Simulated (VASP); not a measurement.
Input of a VASP 6.6.1 run:

Contents of POSCAR:

```
CdSe
1.0
    0.0000000000      3.0041824925      3.0041824925
    3.0041824925      0.0000000000      3.0041824925
    3.0041824925      3.0041824925      0.0000000000
Cd Se
1 1
Direct
    0.0000000000      0.0000000000      0.0000000000
    0.7500000000      0.7500000000      0.7500000000
```

File INCAR.step1:

```
SYSTEM = CdSe
PREC = Accurate ; ENCUT = 520
ISMEAR = 0 ; SIGMA = 0.02
LREAL = .False. ; LASPH = .True.
NELM = 80 ; NBANDS = 16
GGA = PE ; ALGO = Normal
EDIFF = 1E-4 ; LWAVE = .True.
LCHARG = .False.
```

File INCAR.step2:

```
SYSTEM = CdSe
PREC = Accurate ; ENCUT = 520
EDIFF = 1E-6 ; ISMEAR = 0
SIGMA = 0.02 ; LREAL = .False.
LASPH = .True. ; NELM = 80
ALGO = Normal ; ISIF = 2
LWAVE = .False. ; LCHARG = .True.
METAGGA = R2SCAN ; LMIXTAU = .True.
LELF = .True. ; LVHAR = .True.
NBANDS = 16 ; ISTART = 1
```

The input KPOINTS:

```
regular mesh
0
Gamma
  8 8 8
  0 0 0
```

Potentials or basis: VASP PAW PBE potentials, release 64 (Cd, Se).

The run is started by

```console
$ cat potpaw_PBE.64/Cd/POTCAR potpaw_PBE.64/Se/POTCAR > POTCAR
$ cp INCAR.step1 INCAR
$ mpirun -np 1 vasp_std > vasp.out
$ cp INCAR.step2 INCAR
$ mpirun -np 1 vasp_std > vasp.out
```

(1) What does it give for the pressure?

(2) Estimate the band gap on the k mesh.

Results:

(1) 4.0 GPa.

(2) 1.17 eV, direct.

Caveat: the PAW data sets were made with another functional, which shifts forces and pressure a little.
